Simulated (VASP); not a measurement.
# Au (P6_3/mmc) in VASP: a series of runs

The runs below take Au through single point, with r2SCAN.

Everything below comes from runs of VASP 6.6.1. Logs are shortened: lines on timing, memory, paths and dates and some standing lists are left out, and cuts for length are marked.

## (1) The cell of the first run

Symmetry: P6_3/mmc, No. 194, hexagonal system. The conventional cell has a = 2.856 Å, b = 2.856 Å, c = 4.807 Å, α = 90.00°, β = 90.00°, γ = 120.00°. Within 3.8 Å of Au (site symmetry -6m2) lie 12 Au at 2.86 to 2.91 Å.

This isn't the form of Au at room conditions, which is fcc.

## (2) Single point, r2SCAN (strain -0.015 along x and y, -0.015 along z)

Input file POSCAR:

```
Au
1.0
    2.8564984343      0.0000000000      0.0000000000
   -1.4282492171      2.4738002100      0.0000000000
    0.0000000000      0.0000000000      4.8068000000
Au
2
Direct
    0.3333333333      0.6666666667      0.7500000000
    0.6666666667      0.3333333333      0.2500000000
```

Input file INCAR.step1:

```
PREC = Accurate ; ENCUT = 520
ISMEAR = 0 ; SIGMA = 0.15
LREAL = False ; LASPH = True
NELM = 100 ; NBANDS = 18
GGA = PE ; ALGO = Normal
EDIFF = 1E-4 ; LWAVE = True
LCHARG = False
```

Input file INCAR.step2:

```
PREC = Accurate ; ENCUT = 520
EDIFF = 1E-6 ; ISMEAR = 0
SIGMA = 0.15 ; LREAL = False
LASPH = True ; NELM = 100
ALGO = Normal ; ISIF = 2
LWAVE = False ; LCHARG = False
METAGGA = R2SCAN ; LMIXTAU = True
NBANDS = 18 ; ISTART = 1
```

Input file KPOINTS:

```
regular mesh
0
Gamma
  18 18 10
```

Potentials or basis: VASP PAW PBE potentials, release 64 (Au).

Started as:

```bash
$ cat potpaw_PBE.64/Au/POTCAR > POTCAR
$ cp INCAR.step1 INCAR
$ mpirun -np 1 vasp_std > vasp.out
$ cp INCAR.step2 INCAR
$ mpirun -np 1 vasp_std > vasp.out
```

OUTCAR:

```text
PREC = Accurate
   ENCUT = 520
   EDIFF = 1E-6
   ISMEAR = 0
   LREAL = False
   LASPH = True
   NELM = 100
   ISIF = 2
   METAGGA = R2SCAN
   ISTART = 1

 ion  position               nearest neighbor table
   1  0.333  0.667  0.750-   2 2.91   2 2.91   2 2.91   2 2.91   2 2.91   2 2.91
   2  0.667  0.333  0.250-   1 2.91   1 2.91   1 2.91   1 2.91   1 2.91   1 2.91

  LATTYP: Found a hexagonal cell.
 ALAT       =     2.8564984343
 C/A-ratio  =     1.6827595430

  Lattice vectors:

 A1 = (   2.8564984343,   0.0000000000,   0.0000000000)
 A2 = (  -1.4282492171,   2.4738002100,   0.0000000000)
 A3 = (   0.0000000000,   0.0000000000,   4.8068000000)

Analysis of symmetry for initial positions (statically):
=====================================================================
 Subroutine PRICEL returns:
 Original cell was already a primitive cell.

 Routine SETGRP: Setting up the symmetry group for a
 hexagonal supercell.

 Subroutine GETGRP returns: Found 24 space group operations
 (whereof 12 operations were pure point group operations)
 out of a pool of 24 trial point group operations.

The static configuration has the point symmetry D_3d.
 The point group associated with its full space group is D_6h.

Analysis of symmetry for dynamics (positions and initial velocities):
=====================================================================
 Subroutine PRICEL returns:
 Original cell was already a primitive cell.

 Routine SETGRP: Setting up the symmetry group for a
 hexagonal supercell.

 Subroutine GETGRP returns: Found 24 space group operations
 (whereof 12 operations were pure point group operations)
 out of a pool of 24 trial point group operations.

The dynamic configuration has the point symmetry D_3d.
 The point group associated with its full space group is D_6h.

 Subroutine INISYM returns: Found 24 space group operations
 (whereof 12 operations are pure point group operations),
 and found     1 'primitive' translations

----------------------------------------------------------------------------------------

                                     Primitive cell

  volume of cell :      33.9668

  direct lattice vectors                    reciprocal lattice vectors
     2.856498434  0.000000000  0.000000000     0.350078960  0.202118182  0.000000000
    -1.428249217  2.473800210  0.000000000     0.000000000  0.404236363  0.000000000
     0.000000000  0.000000000  4.806800000     0.000000000  0.000000000  0.208038612

  length of vectors
     2.856498434  2.856498434  4.806800000     0.404236363  0.404236363  0.208038612

  position of ions in fractional coordinates (direct lattice)
     0.333333333  0.666666667  0.750000000
     0.666666667  0.333333333  0.250000000

  ion indices of the primitive-cell ions
   primitive index   ion index
                 1           1
                 2           2

----------------------------------------------------------------------------------------

 KPOINTS: regular mesh

Automatic generation of k-mesh.
 Grid dimensions read from file:
 generate k-points for:   18   18   10

 Generating k-lattice:

  Cartesian coordinates                     Fractional coordinates (reciprocal lattice)
     0.019448831  0.011228788  0.000000000     0.055555556  0.000000000  0.000000000
     0.000000000  0.022457576  0.000000000     0.000000000  0.055555556  0.000000000
     0.000000000  0.000000000  0.020803861     0.000000000  0.000000000  0.100000000

  Length of vectors
     0.022457576  0.022457576  0.020803861

  Shift w.r.t. Gamma in fractional coordinates (k-lattice)
     0.000000000  0.000000000  0.000000000

 Subroutine IBZKPT returns following result:
 ===========================================

 Found    222 irreducible k-points:

 Following reciprocal coordinates:
            Coordinates               Weight
  0.000000  0.000000  0.000000      1.000000
  0.055556  0.000000  0.000000      6.000000
  0.111111  0.000000  0.000000      6.000000
  0.166667  0.000000  0.000000      6.000000
  0.222222 -0.000000  0.000000      6.000000
  0.277778 -0.000000  0.000000      6.000000
[... 16 lines left out ...]
  0.333333  0.111111  0.000000     12.000000
  0.388889  0.111111  0.000000     12.000000
 [... further k-points ...]
   k-points           NKPTS =    222   k-points in BZ     NKDIM =    222   number of bands    NBANDS=     18
   number of dos      NEDOS =    301   number of ions     NIONS =      2
   total plane-waves  NPLWV =  20736
   dimension x,y,z NGX =    24 NGY =   24 NGZ =   36
   dimension x,y,z NGXF=    48 NGYF=   48 NGZF=   72
   ions per type =               2
   NGX,Y,Z   is equivalent  to a cutoff of  13.97, 13.97, 12.45 a.u.
   NGXF,Y,Z  is equivalent  to a cutoff of  27.94, 27.94, 24.90 a.u.
 SYSTEM =  unknown system
   PREC   = accura    normal or accurate (medium, high low for compatibility)
   ISTART =      1    job   : 0-new  1-cont  2-samecut
   ICHARG =      0    charge: 1-file 2-atom 10-const
   ISPIN  =      1    spin polarized calculation?
   LNONCOLLINEAR =      F non collinear calculations
   LSORBIT =      F    spin-orbit coupling
   LASPH  =      T    aspherical Exc in radial PAW
   ENCUT  =  520.0 eV  38.22 Ry    6.18 a.u.   5.31  5.31  8.94*2*pi/ulx,y,z
   NELM   =    100;   NELMIN=  2; NELMDL=  0     # of ELM steps
   EDIFF  = 0.1E-05   stopping-criterion for ELM
   LREAL  =      F    real-space projection
   EDIFFG = 0.1E-04   stopping-criterion for IOM
   NSW    =      0    number of steps for IOM
   IBRION =     -1    ionic relax: 0-MD 1-quasi-New 2-CG
   NFREE  =      0    steps in history (QN), initial steepest desc. (CG)
   ISIF   =      2    stress and relaxation
   ISYM   =      2    0-nonsym 1-usesym 2-fastsym
   POTIM  = 0.5000    time-step for ionic-motion
   TEBEG  =    0.0;   TEEND  =   0.0 temperature during run
   PSTRESS=    0.0 pullay stress
   NELECT =      22.0000    total number of electrons
   NUPDOWN=      -1.0000    fix difference up-down
   EMIN   =  10.00;   EMAX   =-10.00  energy-range for DOS
   EFERMI =   0.00;   METHOD = LEGACY
   ISMEAR =     0;   SIGMA  =   0.15  broadening in eV -4-tet -1-fermi 0-gaus
   EFERMI_NEDOS =   21; number of points for ismear=-14 and -15
   IALGO  =     38    algorithm
   IMIX   =      4    mixing-type and parameters
     AMIX     =   0.40;   BMIX     =  1.00
     AMIX_MAG =   1.60;   BMIX_MAG =  1.00
  volume/ion in A,a.u.               =      16.98       114.61
  Fermi-wavevector in a.u.,A,eV,Ry     =   1.416438  2.676679 27.297314  2.006296
  Thomas-Fermi vector in A             =   2.537772
   LORBIT       =      0    0 simple, 1 ext, 2 COOP (PROOUT), +10 PAW based schemes
   METAGGA = R2SCAN    functional components
   LHFCALC =     F    Hartree Fock is set to
   AEXX    =    0.0000 exact exchange contribution
   IVDW    =     0    specifies the selected vdW correction
   LEPSILON=     F    determine dielectric tensor
   LRPA    =     F    only Hartree local field effects (RPA)
 non-spin polarized calculation
 Gauss-broadening in eV      SIGMA  =   0.15
  energy-cutoff  :      520.00
  volume of cell :       33.97
 maximum number of plane-waves:       936
 NGX is ok and might be reduce to    24
   NGX = 11   NGY = 11   NGZ = 17

 number of electron      22.0000002 magnetization

 Free energy of the ion-electron system (eV)
  ---------------------------------------------------
  ext. energy  EPLUGINS =         0.00000000
  ---------------------------------------------------
  free energy    TOTEN  =      -101.15244511 eV

  energy without entropy =     -101.14306268  energy(sigma->0) =     -101.14775389

 E-fermi :   9.3725     XC(G=0): -13.6503

 val. band max:        9.3715191547   @ k =   0.5000   0.0000   0.3000
 cond. band min:       9.3760169189   @ k =   0.4444   0.0556   0.3000
 fundamental gap:      0.0044977642
 Fermi energy:         9.3725348994

 k-point     1 :       0.0000    0.0000    0.0000
  band No.  band energies     occupation
      1      -0.7489      2.00000
      2       1.6538      2.00000
      3       4.2164      2.00000
      4       4.5181      2.00000
      5       4.5181      2.00000
      6       4.8356      2.00000
[... 10 lines left out ...]
     17      28.7904      0.00000
     18      28.7904      0.00000

 k-point     2 :       0.0556    0.0000    0.0000
  band No.  band energies     occupation
      1      -0.6461      2.00000
      2       1.7392      2.00000
      3       4.1838      2.00000
      4       4.5441      2.00000
      5       4.5868      2.00000
      6       4.7985      2.00000
[... 10 lines left out ...]
     17      28.2045      0.00000
     18      28.2737      0.00000

 k-point     3 :       0.1111    0.0000    0.0000
  band No.  band energies     occupation
      1      -0.3444      2.00000
      2       1.9788      2.00000
      3       4.0776      2.00000
      4       4.6054      2.00000
      5       4.7458      2.00000
      6       4.7890      2.00000
[... 10 lines left out ...]
     17      27.0115      0.00000
     18      28.2778      0.00000

 k-point     4 :       0.1667    0.0000    0.0000
  band No.  band energies     occupation
      1       0.1318      2.00000
      2       2.3087      2.00000
      3       3.9500      2.00000
      4       4.4993      2.00000
      5       4.7299      2.00000
      6       4.9385      2.00000
[... 10 lines left out ...]
     17      26.8445      0.00000
     18      27.6960      0.00000

 k-point     5 :       0.2222   -0.0000    0.0000
  band No.  band energies     occupation
      1       0.7310      2.00000
      2       2.5744      2.00000
      3       3.9468      2.00000
      4       4.1735      2.00000
      5       4.3724      2.00000
      6       5.0729      2.00000
[... 10 lines left out ...]
     17      27.0449      0.00000
     18      27.4233      0.00000

 k-point     6 :       0.2778   -0.0000    0.0000
  band No.  band energies     occupation
      1       1.3524      2.00000
      2       2.6070      2.00000
      3       3.6759      2.00000
      4       4.1743      2.00000
      5       4.3733      2.00000
      6       4.9021      2.00000
[... 10 lines left out ...]
     17      25.3105      0.00000
     18      26.9895      0.00000

 k-point     7 :       0.3333    0.0000    0.0000
  band No.  band energies     occupation
      1       1.8424      2.00000
      2       2.4823      2.00000
      3       3.2737      2.00000
      4       4.4051      2.00000
      5       4.6986      2.00000
      6       4.7528      2.00000
[... 10 lines left out ...]
     17      23.9110      0.00000
     18      26.2431      0.00000

 k-point     8 :       0.3889    0.0000    0.0000
  band No.  band energies     occupation
      1       2.0998      2.00000
      2       2.3397      2.00000
      3       2.9805      2.00000
      4       4.6377      2.00000
      5       4.6840      2.00000
      6       4.8263      2.00000
[... 10 lines left out ...]
     17      22.8901      0.00000
     18      25.5982      0.00000
[... 229 lines left out ...]
     17      27.2113      0.00000
     18      27.8716      0.00000

 k-point    20 :       0.1667    0.1111    0.0000
  band No.  band energies     occupation
      1       1.0009      2.00000
      2       2.8189      2.00000
      3       3.6908      2.00000
      4       4.0703      2.00000
      5       4.4113      2.00000
      6       4.7579      2.00000
[... 10 lines left out ...]
     17      27.3399      0.00000
     18      27.6693      0.00000

 k-point    21 :       0.2222    0.1111    0.0000
  band No.  band energies     occupation
      1       1.6278      2.00000
      2       2.8793      2.00000
      3       3.6294      2.00000
      4       3.8165      2.00000
      5       4.4254      2.00000
      6       4.6040      2.00000
[... 10 lines left out ...]
     17      25.6467      0.00000
     18      26.6811      0.00000

 k-point    22 :       0.2778    0.1111    0.0000
  band No.  band energies     occupation
      1       2.1343      2.00000
      2       2.7397      2.00000
      3       3.2682      2.00000
      4       4.1408      2.00000
      5       4.4988      2.00000
      6       4.6154      2.00000
[... 10 lines left out ...]
     17      24.0804      0.00000
     18      25.8473      0.00000

 k-point    23 :       0.3333    0.1111    0.0000
  band No.  band energies     occupation
      1       2.3984      2.00000
      2       2.5849      2.00000
      3       3.0028      2.00000
      4       4.4464      2.00000
      5       4.5604      2.00000
      6       4.8797      2.00000
[... 10 lines left out ...]
     17      23.0776      0.00000
     18      25.2076      0.00000

 k-point    24 :       0.3889    0.1111    0.0000
  band No.  band energies     occupation
      1       2.4532      2.00000
      2       2.5094      2.00000
      3       2.8409      2.00000
      4       4.4421      2.00000
      5       4.7430      2.00000
      6       4.9264      2.00000
[... 10 lines left out ...]
     17      22.2057      0.00000
     18      24.8304      0.00000

 [... further k-points ...]
[... 5 lines left out ...]
  --------------------------------------------------------------------------------------
  -------------------------------------------------------------------------------------
  Total        1.3487886      1.3487886      1.2541410      0.0000000      0.0000000      0.0000000
  in kB       63.6208983     63.6208983     59.1564735      0.0000000      0.0000000      0.0000000
  external PRESSURE =      62.1327567 kB  Pullay stress =       0.0000000 kB

 VOLUME and BASIS-vectors are now :
 -----------------------------------------------------------------------------
  energy-cutoff  :      520.00
  volume of cell :       33.97
      direct lattice vectors                 reciprocal lattice vectors
     2.856498434  0.000000000  0.000000000     0.350078960  0.202118182  0.000000000
    -1.428249217  2.473800210  0.000000000     0.000000000  0.404236363  0.000000000
     0.000000000  0.000000000  4.806800000     0.000000000  0.000000000  0.208038612

 POSITION                                       TOTAL-FORCE (eV/Angst)
 -----------------------------------------------------------------------------------
     -0.00000      1.64920      3.60510        -0.000000      0.000000      0.000000
      1.42825      0.82460      1.20170         0.000000     -0.000000      0.000000
 -----------------------------------------------------------------------------------
    total drift:                               -0.000000      0.000000     -0.000000

  FREE ENERGIE OF THE ION-ELECTRON SYSTEM (eV)
  ---------------------------------------------------
  free  energy   TOTEN  =      -101.1524451108 eV

  energy  without entropy=     -101.1430626764  energy(sigma->0) =     -101.14775389
```

It took 3.7 min on 1 thread of Intel Xeon Platinum 8375C at 2.90GHz (Ice Lake), shared host; peak memory 0.25 GiB.

Results:

```
Free energy            : -101.1524 eV
Pressure               : 6.2 GPa
Band gap on the k mesh : zero (bands 11 and 12 overlap by 7.42 eV)
```

Caveat: the cell differs from its parent crystal (strain -0.015 along x and y, -0.015 along z); the cell stands under pressure; the PAW data sets were made with another functional, which shifts forces and pressure a little; spin-orbit coupling is left out, which moves the levels of the heavy elements.

## (3) Single point, r2SCAN (strain -0.030 along x and y, +0.030 along z)

Input file POSCAR:

```
Au
1.0
    2.8129984581      0.0000000000      0.0000000000
   -1.4064992291      2.4361281255      0.0000000000
    0.0000000000      0.0000000000      5.0264000000
Au
2
Direct
    0.3333333333      0.6666666667      0.7500000000
    0.6666666667      0.3333333333      0.2500000000
```

Input file INCAR.step1:

```
PREC = Accurate
ENCUT = 520
ISMEAR = 0
SIGMA = 0.15
LREAL = False
LASPH = True
NELM = 60
NBANDS = 18
GGA = PE
ALGO = Normal
EDIFF = 1E-4
LWAVE = True
LCHARG = False
```

Input file INCAR.step2:

```
PREC = Accurate
ENCUT = 520
EDIFF = 1E-6
ISMEAR = 0
SIGMA = 0.15
LREAL = False
LASPH = True
NELM = 60
ALGO = Normal
ISIF = 2
LWAVE = False
LCHARG = False
METAGGA = R2SCAN
LMIXTAU = True
NBANDS = 18
ISTART = 1
```

KPOINTS is that of step 2.

Potentials or basis: VASP PAW PBE potentials, release 64 (Au).

Started as:

```bash
$ cat potpaw_PBE.64/Au/POTCAR > POTCAR
$ cp INCAR.step1 INCAR
$ mpirun -np 1 vasp_std > vasp.out
$ cp INCAR.step2 INCAR
$ mpirun -np 1 vasp_std > vasp.out
```

It took 4.1 min on 1 thread of Intel Xeon Platinum 8375C at 2.90GHz (Ice Lake), shared host; peak memory 0.25 GiB.

It converged, with:

* Free energy: -101.1445 eV
* Pressure: 4.8 GPa
* Band gap on the k mesh: zero (bands 11 and 12 overlap by 7.44 eV)

Stress tensor (GPa, compression positive):
```
6.56 0.00 0.00
0.00 6.56 0.00
0.00 0.00 1.32
```

Levels at points of the mesh, in eV from the Fermi level:
```tsv
k point	band 9	band 10	band 11	band 12	band 13	band 14
(0.00, 0.00, 0.00)	-3.60	-2.52	-2.52	-1.43	1.78	15.17
(0.50, 0.00, 0.00)	-1.95	-1.82	0.48	1.84	5.57	7.19
(0.00, 0.00, 0.50)	-2.94	-2.94	-2.94	-2.94	9.55	9.55
(0.50, 0.00, 0.50)	-1.88	-1.88	0.56	0.56	4.20	4.20
```

Caveat: the cell differs from its parent crystal (strain -0.030 along x and y, +0.030 along z); the stress differs along the axes, from 1 to 7 GPa; the PAW data sets were made with another functional, which shifts forces and pressure a little; spin-orbit coupling is left out, which moves the levels of the heavy elements.

(Continued in part 2 of 2.)

The gap in the log of VASP goes by the Fermi energy; the results here count the filled bands.